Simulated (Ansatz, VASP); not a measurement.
**WC in VASP and in Ansatz**

```
W C
1.0
     2.90050    0.00000    0.00000
    -1.45025    2.51191    0.00000
     0.00000    0.00000    2.82900
W C
1 1
Direct
  0.94232 0.95777 0.94698
  0.66667 0.33333 0.50000
```

Alike in both runs: task single point; functional PBEsol; k mesh 18 × 18 × 16; occupations methfessel-paxton of order 1, width 0.2 eV; no spin polarisation.

|  | VASP | Ansatz |
| --- | --- | --- |
| version | VASP 6.6.1 | Ansatz 0.2.0 |
| potentials or method | VASP PAW PBE potentials, release 64 (W_sv, C), cutoff 520 eV | scalar-relativistic, plane waves, PAW |
| valence electrons in the cell | 18 | 18 |

|  | VASP | Ansatz | Ansatz less VASP |
| --- | --- | --- | --- |
| gap on the k mesh at the Fermi level (eV) | none | none | - |
| pressure (GPa) | 9.2 | 7.8 | -1.36 |
| traceless stress, the component that is largest in VASP (GPa) | -7.68 | -7.43 | +0.246 |
| rms of the force components (eV/Å) | 1.934 | 1.916 | -0.0179 |

VASP's potentials were made for PBE, not for PBEsol. Atom by atom the forces differ by 0.019 eV/Å (rms over components). A gap of «none» marks a metal or a gap that the smearing closes.

Neither program's run includes spin-orbit coupling.
